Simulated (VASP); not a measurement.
# BaBe5 (P6/mmm) in VASP: relaxation of cell and atoms with PBE

Aim: the relaxation of cell and atoms of BaBe5 with PBE.

All numbers are computed with VASP 6.6.1; they aren't measurements. Logs are shortened: lines on timing, memory, paths and dates and some standing lists are left out, and cuts for length are marked.

## Step 1: The cell of the first run

It takes space group P6/mmm (No. 191, hexagonal). The conventional cell has a = 5.131 Å, b = 5.131 Å, c = 3.736 Å, α = 90.00°, β = 90.00°, γ = 120.00°. Ba (site symmetry 6/mmm) has 18 Be at 2.96 to 3.17 Å and 2 Ba at 3.74 Å within 3.9 Å. Within 3.1 Å of Be (site symmetry -6m2) lie 9 Be at 2.38 to 2.96 Å and 3 Ba at 2.96 Å. Within 3.2 Å of Be (site symmetry mmm) lie 8 Be at 2.38 to 2.57 Å and 4 Ba at 3.17 Å.

The cell was built from a structure type or drawn by symmetry, and may not be a known phase.

## Step 2: Relaxation of cell and atoms, PBE

INCAR reads:

```
PREC = Accurate ; ENCUT = 600
EDIFF = 1E-6 ; ISMEAR = 0
SIGMA = 0.1 ; LREAL = False
LASPH = True ; NELM = 60
ALGO = Fast ; ISIF = 3
LWAVE = False ; LCHARG = False
GGA = PE ; IBRION = 2
NSW = 100 ; EDIFFG = -0.01
```

KPOINTS reads:

```
Automatic mesh
0
Gamma
  12 12 10
```

POSCAR reads:

```
BaBe5
1.0
    5.1307142588      0.0000000000      0.0000000000
   -2.5653571294      4.4433288877      0.0000000000
    0.0000000000      0.0000000000      3.7363553460
Ba Be
1 5
Direct
    0.0000000000      0.0000000000      0.0000000000
    0.3333333333      0.6666666667      0.0000000000
    0.6666666667      0.3333333333      0.0000000000
    0.5000000000      0.0000000000      0.5000000000
    0.5000000000      0.5000000000      0.5000000000
    0.0000000000      0.5000000000      0.5000000000
```

Potentials or basis: VASP PAW PBE potentials, release 64 (Ba_sv, Be).

Run with:

```bash
cat potpaw_PBE.64/Ba_sv/POTCAR potpaw_PBE.64/Be/POTCAR > POTCAR
mpirun -np 1 vasp_std > vasp.out
```

OUTCAR:

```text
PREC = Accurate
   ENCUT = 600
   EDIFF = 1E-6
   ISMEAR = 0
   LREAL = False
   LASPH = True
   NELM = 60
   ISIF = 3
   GGA = PE
   IBRION = 2
   NSW = 100
   EDIFFG = -0.01

 ion  position               nearest neighbor table
   1  0.000  0.000  0.000-   2 2.96   3 2.96   3 2.96   2 2.96   3 2.96   2 2.96   4 3.17   4 3.17
                             4 3.17   4 3.17   6 3.17   6 3.17   6 3.17   5 3.17   5 3.17   6 3.17
   2  0.333  0.667  0.000-   6 2.38   6 2.38   4 2.38   4 2.38   5 2.38   5 2.38   1 2.96   1 2.96
                             1 2.96
   3  0.667  0.333  0.000-   6 2.38   6 2.38   4 2.38   4 2.38   5 2.38   5 2.38   1 2.96   1 2.96
                             1 2.96
   4  0.500  0.000  0.500-   2 2.38   3 2.38   2 2.38   3 2.38   1 3.17   1 3.17   1 3.17   1 3.17

   5  0.500  0.500  0.500-   2 2.38   3 2.38   2 2.38   3 2.38   1 3.17   1 3.17   1 3.17   1 3.17

   6  0.000  0.500  0.500-   2 2.38   3 2.38   2 2.38   3 2.38   1 3.17   1 3.17   1 3.17   1 3.17

  LATTYP: Found a hexagonal cell.
 ALAT       =     5.1307142588
 C/A-ratio  =     0.7282329823

  Lattice vectors:

 A1 = (   5.1307142588,   0.0000000000,   0.0000000000)
 A2 = (  -2.5653571294,   4.4433288877,   0.0000000000)
 A3 = (   0.0000000000,   0.0000000000,   3.7363553460)

Analysis of symmetry for initial positions (statically):
=====================================================================
 Subroutine PRICEL returns:
 Original cell was already a primitive cell.

 Routine SETGRP: Setting up the symmetry group for a
 hexagonal supercell.

 Subroutine GETGRP returns: Found 24 space group operations
 (whereof 24 operations were pure point group operations)
 out of a pool of 24 trial point group operations.

The static configuration has the point symmetry D_6h.

Analysis of symmetry for dynamics (positions and initial velocities):
=====================================================================
 Subroutine PRICEL returns:
 Original cell was already a primitive cell.

 Routine SETGRP: Setting up the symmetry group for a
 hexagonal supercell.

 Subroutine GETGRP returns: Found 24 space group operations
 (whereof 24 operations were pure point group operations)
 out of a pool of 24 trial point group operations.

The dynamic configuration has the point symmetry D_6h.

 Subroutine INISYM returns: Found 24 space group operations
 (whereof 24 operations are pure point group operations),
 and found     1 'primitive' translations

----------------------------------------------------------------------------------------

                                     Primitive cell

  volume of cell :      85.1794

  direct lattice vectors                    reciprocal lattice vectors
     5.130714259  0.000000000  0.000000000     0.194904637  0.112528245  0.000000000
    -2.565357129  4.443328888  0.000000000     0.000000000  0.225056489  0.000000000
     0.000000000  0.000000000  3.736355346     0.000000000  0.000000000  0.267640497

  length of vectors
     5.130714259  5.130714259  3.736355346     0.225056489  0.225056489  0.267640497

  position of ions in fractional coordinates (direct lattice)
     0.000000000  0.000000000  0.000000000
     0.333333333  0.666666667  0.000000000
     0.666666667  0.333333333  0.000000000
     0.500000000  0.000000000  0.500000000
     0.500000000  0.500000000  0.500000000
     0.000000000  0.500000000  0.500000000

  ion indices of the primitive-cell ions
   primitive index   ion index
                 1           1
                 2           2
                 3           3
                 4           4
                 5           5
                 6           6

----------------------------------------------------------------------------------------

 KPOINTS: Automatic mesh

Automatic generation of k-mesh.
 Grid dimensions read from file:
 generate k-points for:   12   12   10

 Generating k-lattice:

  Cartesian coordinates                     Fractional coordinates (reciprocal lattice)
     0.016242053  0.009377354  0.000000000     0.083333333  0.000000000  0.000000000
     0.000000000  0.018754707  0.000000000     0.000000000  0.083333333  0.000000000
     0.000000000  0.000000000  0.026764050     0.000000000  0.000000000  0.100000000

  Length of vectors
     0.018754707  0.018754707  0.026764050

  Shift w.r.t. Gamma in fractional coordinates (k-lattice)
     0.000000000  0.000000000  0.000000000

 Subroutine IBZKPT returns following result:
 ===========================================

 Found    114 irreducible k-points:

 Following reciprocal coordinates:
            Coordinates               Weight
  0.000000  0.000000  0.000000      1.000000
  0.083333  0.000000  0.000000      6.000000
  0.166667  0.000000  0.000000      6.000000
  0.250000  0.000000  0.000000      6.000000
  0.333333  0.000000  0.000000      6.000000
  0.416667  0.000000  0.000000      6.000000
[... 16 lines left out ...]
  0.250000  0.000000  0.100000     12.000000
  0.333333  0.000000  0.100000     12.000000
 [... further k-points ...]
   k-points           NKPTS =    114   k-points in BZ     NKDIM =    114   number of bands    NBANDS=     14
   number of dos      NEDOS =    301   number of ions     NIONS =      6
   total plane-waves  NPLWV =  52920
   dimension x,y,z NGX =    42 NGY =   42 NGZ =   30
   dimension x,y,z NGXF=    84 NGYF=   84 NGZF=   60
   ions per type =               1   5
   NGX,Y,Z   is equivalent  to a cutoff of  13.61, 13.61, 13.35 a.u.
   NGXF,Y,Z  is equivalent  to a cutoff of  27.22, 27.22, 26.70 a.u.
 SYSTEM =  unknown system
   PREC   = accura    normal or accurate (medium, high low for compatibility)
   ISTART =      0    job   : 0-new  1-cont  2-samecut
   ICHARG =      2    charge: 1-file 2-atom 10-const
   ISPIN  =      1    spin polarized calculation?
   LNONCOLLINEAR =      F non collinear calculations
   LSORBIT =      F    spin-orbit coupling
   LASPH  =      T    aspherical Exc in radial PAW
   ENCUT  =  600.0 eV  44.10 Ry    6.64 a.u.  10.25 10.25  7.46*2*pi/ulx,y,z
   NELM   =     60;   NELMIN=  2; NELMDL= -5     # of ELM steps
   EDIFF  = 0.1E-05   stopping-criterion for ELM
   LREAL  =      F    real-space projection
   EDIFFG = -.1E-01   stopping-criterion for IOM
   NSW    =    100    number of steps for IOM
   IBRION =      2    ionic relax: 0-MD 1-quasi-New 2-CG
   NFREE  =      1    steps in history (QN), initial steepest desc. (CG)
   ISIF   =      3    stress and relaxation
   ISYM   =      2    0-nonsym 1-usesym 2-fastsym
   POTIM  = 0.5000    time-step for ionic-motion
   TEBEG  =    0.0;   TEEND  =   0.0 temperature during run
   PSTRESS=    0.0 pullay stress
   NELECT =      20.0000    total number of electrons
   NUPDOWN=      -1.0000    fix difference up-down
   EMIN   =  10.00;   EMAX   =-10.00  energy-range for DOS
   EFERMI =   0.00;   METHOD = LEGACY
   ISMEAR =     0;   SIGMA  =   0.10  broadening in eV -4-tet -1-fermi 0-gaus
   EFERMI_NEDOS =   21; number of points for ismear=-14 and -15
   IALGO  =     68    algorithm
   IMIX   =      4    mixing-type and parameters
     AMIX     =   0.40;   BMIX     =  1.00
     AMIX_MAG =   1.60;   BMIX_MAG =  1.00
  volume/ion in A,a.u.               =      14.20        95.80
  Fermi-wavevector in a.u.,A,eV,Ry     =   1.009966  1.908559 13.878364  1.020031
  Thomas-Fermi vector in A             =   2.142926
   LORBIT       =      0    0 simple, 1 ext, 2 COOP (PROOUT), +10 PAW based schemes
   GGA     = PE    functional components
   LHFCALC =     F    Hartree Fock is set to
   AEXX    =    0.0000 exact exchange contribution
   IVDW    =     0    specifies the selected vdW correction
   LEPSILON=     F    determine dielectric tensor
   LRPA    =     F    only Hartree local field effects (RPA)
 conjugate gradient relaxation of ions
 non-spin polarized calculation
 RMM-DIIS sequential band-by-band and
 Gauss-broadening in eV      SIGMA  =   0.10
  energy-cutoff  :      600.00
  volume of cell :       85.18
 maximum number of plane-waves:      2872
 NGX is ok and might be reduce to    42
   NGX = 21   NGY = 21   NGZ = 15

--------------------------------------- Ionic step        1  -------------------------------------------

 number of electron      20.0000000 magnetization

 Free energy of the ion-electron system (eV)
  ---------------------------------------------------
  ext. energy  EPLUGINS =         0.00000000
  ---------------------------------------------------
  free energy    TOTEN  =       -17.84742159 eV

  energy without entropy =      -17.83554933  energy(sigma->0) =      -17.84148546

------------------------ aborting loop because EDIFF is reached ----------------------------------------

  FORCE on cell =-STRESS in cart. coord.  units (eV):
  Direction    XX          YY          ZZ          XY          YZ          ZX
  --------------------------------------------------------------------------------------
  -------------------------------------------------------------------------------------
  Total        0.4491905      0.4491905      0.2774536     -0.0000000      0.0000000      0.0000000
  in kB        8.4490271      8.4490271      5.2187503     -0.0000000      0.0000000      0.0000000
  external PRESSURE =       7.3722682 kB  Pullay stress =       0.0000000 kB
[... 65 lines left out ...]
  energy  without entropy=      -17.8376256678  energy(sigma->0) =      -17.84366824

--------------------------------------- Ionic step        3  -------------------------------------------

 number of electron      20.0000000 magnetization

 Free energy of the ion-electron system (eV)
  ---------------------------------------------------
  ext. energy  EPLUGINS =         0.00000000
  ---------------------------------------------------
  free energy    TOTEN  =       -17.84979753 eV

  energy without entropy =      -17.83766702  energy(sigma->0) =      -17.84373227

 E-fermi :   3.8483     XC(G=0):  -9.7419

 val. band max:        3.8426662389   @ k =   0.0833   0.0000   0.2000
 cond. band min:       3.8597266433   @ k =   0.3333   0.0833   0.3000
 fundamental gap:      0.0170604045
 Fermi energy:         3.8483206078

 k-point     1 :       0.0000    0.0000    0.0000
  band No.  band energies     occupation
      1     -22.6996      2.00000
      2      -8.3104      2.00000
      3      -8.3104      2.00000
      4      -7.5762      2.00000
      5      -3.5041      2.00000
      6       0.5890      2.00000
      7       1.1538      2.00000
      8       1.1538      2.00000
      9       3.3660      2.00000
     10       4.1954      0.00000
     11       4.6122      0.00000
     12       4.6122      0.00000
     13       8.3072      0.00000
     14       8.9631      0.00000
[... 375 lines left out ...]
 k-point    24 :       0.3333    0.0000    0.1000
  band No.  band energies     occupation
      1     -22.6820      2.00000
      2      -8.5572      2.00000
      3      -8.3522      2.00000
      4      -7.6982      2.00000
      5      -2.3884      2.00000
      6      -0.9910      2.00000
      7       2.0021      2.00000
      8       2.4589      2.00000
      9       2.9935      2.00000
     10       4.0462      0.00514
     11       4.5542      0.00000
     12       5.6248      0.00000
     13       5.7565      0.00000
     14       6.8414      0.00000

 [... further k-points ...]
[... 5 lines left out ...]
  --------------------------------------------------------------------------------------
  -------------------------------------------------------------------------------------
  Total        0.0292054      0.0292054     -0.0514994      0.0000000     -0.0000000      0.0000000
  in kB        0.5431244      0.5431244     -0.9577182      0.0000000     -0.0000000      0.0000000
  external PRESSURE =       0.0428435 kB  Pullay stress =       0.0000000 kB
[... 21 lines left out ...]
  FREE ENERGIE OF THE ION-ELECTRON SYSTEM (eV)
  ---------------------------------------------------
  free  energy   TOTEN  =       -17.8497975264 eV

  energy  without entropy=      -17.8376670219  energy(sigma->0) =      -17.84373227

 reached required accuracy - stopping structural energy minimisation
```

It took 7.9 min on 1 thread of Intel Xeon 8259CL, shared host; peak memory 0.36 GiB.

Results:

```
Free energy                           : -17.8498 eV
Relaxed volume                        : 14.36 Å³/atom
Relaxed cell                          : a = 5.153 Å, b = 5.153 Å, c = 3.746 Å, α = 90.00°, β = 90.00°, γ = 120.00°
Space group after relaxing (to 0.1 Å) : P6/mmm (No. 191)
Energy gained by relaxing             : 0.4 meV/atom
Ionic steps                           : 3
Pressure after relaxing               : 0.0 GPa
Band gap on the k mesh                : zero (bands 10 and 11 overlap by 1.89 eV)
```

Stress tensor (GPa, compression positive):
```
 0.05  0.00  0.00
 0.00  0.05  0.00
 0.00  0.00 -0.10
```

Step by step:
| step | energy change (eV) | largest force (eV/Å) | pressure (GPa) | volume (Å³) |
| --- | --- | --- | --- | --- |
| 1 | 0.0000 | 0.0000 | 0.74 | 85.18 |
| 2 | -0.0023 | 0.0000 | 0.12 | 85.99 |
| 3 | -0.0024 | 0.0000 | 0.00 | 86.15 |

Final structure:
```
Ba Be
1.0
     5.15306    0.00000    0.00000
    -2.57653    4.46268    0.00000
     0.00000    0.00000    3.74640
Ba Be
1 5
Cartesian
  -2.5765 4.4627 0.0000
  0.0000 2.9751 0.0000
  2.5765 1.4876 0.0000
  0.0000 4.4627 1.8732
  1.2883 2.2313 1.8732
  -1.2883 2.2313 1.8732
```

Caveat: spin-orbit coupling is left out, which moves the levels of the heavy elements.
